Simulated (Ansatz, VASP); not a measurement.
Given: the input of a run of VASP 6.6.1 on Rb.

File POSCAR:

```
Rb
1.0
   -2.8393792292      2.8393792292      2.8393792292
    2.8393792292     -2.8393792292      2.8393792292
    2.8393792292      2.8393792292     -2.8393792292
Rb
1
Direct
    0.0000000000      0.0000000000      0.0000000000
```

File INCAR.step1:

```
SYSTEM = Rb
PREC     = Accurate       ! precision mode
ENCUT    = 520            ! plane-wave cutoff, eV
ISMEAR   = -1             ! smearing method
SIGMA    = 0.05           ! smearing width, eV
LREAL    = .FALSE.        ! projectors in reciprocal space
LASPH    = .TRUE.         ! aspherical terms in the spheres
NELM     = 60             ! most SCF steps
NBANDS   = 10             ! bands
GGA      = PE             ! functional
ALGO     = Normal         ! electronic algorithm
EDIFF    = 1E-4           ! SCF threshold, eV
LWAVE    = .TRUE.         ! write WAVECAR
LCHARG   = .FALSE.        ! write CHGCAR
```

Contents of INCAR.step2:

```
SYSTEM = Rb
PREC     = Accurate       ! precision mode
ENCUT    = 520            ! plane-wave cutoff, eV
EDIFF    = 1E-6           ! SCF threshold, eV
ISMEAR   = -1             ! smearing method
SIGMA    = 0.05           ! smearing width, eV
LREAL    = .FALSE.        ! projectors in reciprocal space
LASPH    = .TRUE.         ! aspherical terms in the spheres
NELM     = 60             ! most SCF steps
ALGO     = Normal         ! electronic algorithm
ISIF     = 2              ! what is computed and relaxed
LWAVE    = .FALSE.        ! write WAVECAR
LCHARG   = .FALSE.        ! write CHGCAR
METAGGA  = R2SCAN         ! meta-GGA
LMIXTAU  = .TRUE.       
NBANDS   = 10             ! bands
ISTART   = 1
```

Contents of KPOINTS:

```
regular mesh
0
G
  7 7 7
  0 0 0
```

Potentials or basis: VASP PAW PBE potentials, release 64 (Rb_sv).

The run is started by

```console
$ cat potpaw_PBE.64/Rb_sv/POTCAR > POTCAR
$ cp INCAR.step1 INCAR
$ mpirun -np 1 vasp_std > vasp.out
$ cp INCAR.step2 INCAR
$ mpirun -np 1 vasp_std > vasp.out
```

**Question.** Translate it to Ansatz 0.2.0. Potentials there: Ansatz PAW.

**Answer.** As run (the cutoff follows the program's own potentials):

input.yaml

```yaml
crystal:
  lattice:
    - [-2.8393792292, 2.8393792292, 2.8393792292]
    - [2.8393792292, -2.8393792292, 2.8393792292]
    - [2.8393792292, 2.8393792292, -2.8393792292]
  atoms:
    - { symbol: Rb, position: [0.0, 0.0, 0.0] }
hamiltonian:
  xc: r2scan
  pseudopotentials: { kind: paw }
kpoints:
  mp_grid: { grid: [7, 7, 7] }
scf:
  occupations: { method: fermi_dirac, width: 0.05 }
output:
  forces: true
  stress: true
  eigenvalues: true
```

Potentials or basis: Ansatz PAW.

The run is started by

```sh
$ ansatz run input.yaml --threads 2 --pin off --max-ram 5632MiB --backend cpu --events-out ev --progress --plain --runs-dir out
```

Both were run:

|  | VASP | Ansatz | Ansatz less VASP |
| --- | --- | --- | --- |
| gap on the k mesh at the Fermi level (eV) | none | none | - |
| pressure (GPa) | 0.1 | 0.1 | -0.01 |

VASP's potentials were made for PBE, not for r2SCAN. A gap of «none» marks a metal or a gap that the smearing closes. The functional is the same, so the differences come from potentials, cutoffs and numerics.
